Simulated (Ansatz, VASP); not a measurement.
## One calculation of MgS, two programs

The input INCAR:

```
ALGO = Normal ; EDIFF = 1E-6
ENCUT = 600 ; GGA = PE
GGA_COMPAT = F ; ISIF = 2
ISMEAR = 0 ; LASPH = T
LCHARG = F ; LREAL = F
LWAVE = F ; NBANDS = 11
NELM = 120 ; PREC = Accurate
SIGMA = 0.01
```

The input KPOINTS:

```
k-points
0
Gamma
  6 6 6
```

The input POSCAR:

```
MgS
1.0
    0.0000000000      2.6043975556      2.6043975556
    2.6043975556      0.0000000000      2.6043975556
    2.6043975556      2.6043975556      0.0000000000
Mg S
1 1
Direct
    0.0000000000      0.0000000000      0.0000000000
    0.5000000000      0.5000000000      0.5000000000
```

Input for Ansatz:

```yaml
crystal:
  lattice:
    - [0.0, 2.6043975556, 2.6043975556]
    - [2.6043975556, 0.0, 2.6043975556]
    - [2.6043975556, 2.6043975556, 0.0]
  atoms:
    - { symbol: Mg, position: [0.0, 0.0, 0.0] }
    - { symbol: S, position: [0.5, 0.5, 0.5] }
basis:
  ecutwfc: 420
kpoints:
  mp_grid: { grid: [6, 6, 6] }
hamiltonian:
  xc: pbe
scf:
  occupations: { method: fixed }
output:
  forces: true
  stress: true
  eigenvalues: true
```

Alike in both runs: task single point; functional PBE; k mesh 6 × 6 × 6; no spin polarisation.

|  | VASP | Ansatz |
| --- | --- | --- |
| version | VASP 6.6.1 | Ansatz 0.2.0 |
| potentials or method | VASP PAW PBE potentials, release 64 (Mg, S), cutoff 600 eV | scalar-relativistic, plane waves, PAW |
| occupations | gaussian, width 0.01 eV | fixed |
| valence electrons in the cell | 8 | 16 |

```tsv
	VASP	Ansatz	Ansatz less VASP
gap on the k mesh at the Fermi level (eV)	2.77	2.78	+0.015
least direct gap on the mesh (eV)	3.68	3.70	+0.012
pressure (GPa)	0.7	0.9	+0.28
```

VASP's potentials hold 8 valence electrons a cell and Ansatz's 16, so a difference there can come from the potentials and not from the codes.
